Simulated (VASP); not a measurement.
Wanted: the native input for a VASP 6.6.1 run.

* Task: single point
* Functional: PBE
* Dispersion: D3(BJ)
* Potentials or basis: VASP PAW PBE potentials, release 64 (S, Pt)
* Cutoff: 520 eV
* k mesh: 9 × 9 × 1
* Occupations: gaussian, width 0.02 eV
* Spin: no spin polarisation
* Dipole correction: yes
* Further INCAR settings: ALGO = Normal; EDIFF = 1e-06; NBANDS = 18

The structure of PtS2 lies in POSCAR:

```
PtS2
1.0
    3.4470000000      0.0000000000      0.0000000000
   -1.7235000000      2.9851895668      0.0000000000
    0.0000000000      0.0000000000     30.8254864268
S Pt
2 1
Direct
    0.6666666667      0.3333333333      0.4576162406
    0.3333333333      0.6666666667      0.5423837594
    0.0000000000      0.0000000000      0.5000000000
```

The input as run:

INCAR

```
SYSTEM = PtS2
PREC     = Accurate       ! precision mode
ENCUT    = 520            ! plane-wave cutoff, eV
EDIFF    = 1E-6           ! SCF threshold, eV
ISMEAR   = 0              ! smearing method
SIGMA    = 0.02           ! smearing width, eV
LREAL    = .False.        ! projectors in reciprocal space
LASPH    = .True.         ! aspherical terms in the spheres
NELM     = 100            ! most SCF steps
ALGO     = Normal         ! electronic algorithm
ISIF     = 2              ! what is computed and relaxed
LWAVE    = .False.        ! write WAVECAR
LCHARG   = .False.        ! write CHGCAR
LDIPOL   = .True.       
IDIPOL   = 3            
DIPOL    = 0.5 0.5 0.500
GGA      = PE             ! functional
IVDW     = 12             ! dispersion correction
NBANDS   = 18             ! bands
```

KPOINTS

```
regular mesh
0
Gamma
  9 9 1
  0 0 0
```

Potentials or basis: VASP PAW PBE potentials, release 64 (S, Pt).

Run with:

```bash
$ cat potpaw_PBE.64/S/POTCAR potpaw_PBE.64/Pt/POTCAR > POTCAR
$ mpirun -np 1 vasp_std > vasp.out
```

Results of the run:

| Quantity | Value |
| --- | --- |
| Largest force | 0.175 eV/Å |
| Band gap on the k mesh | 1.79 eV (least direct gap 1.90 eV) |
| Dispersion energy per atom | -0.289 eV |

Caveat: spin-orbit coupling is left out, which moves the levels of the heavy elements.

Wall time 3.8 min on 1 thread of Intel Xeon 8259CL (shared host), peak memory 0.47 GiB.
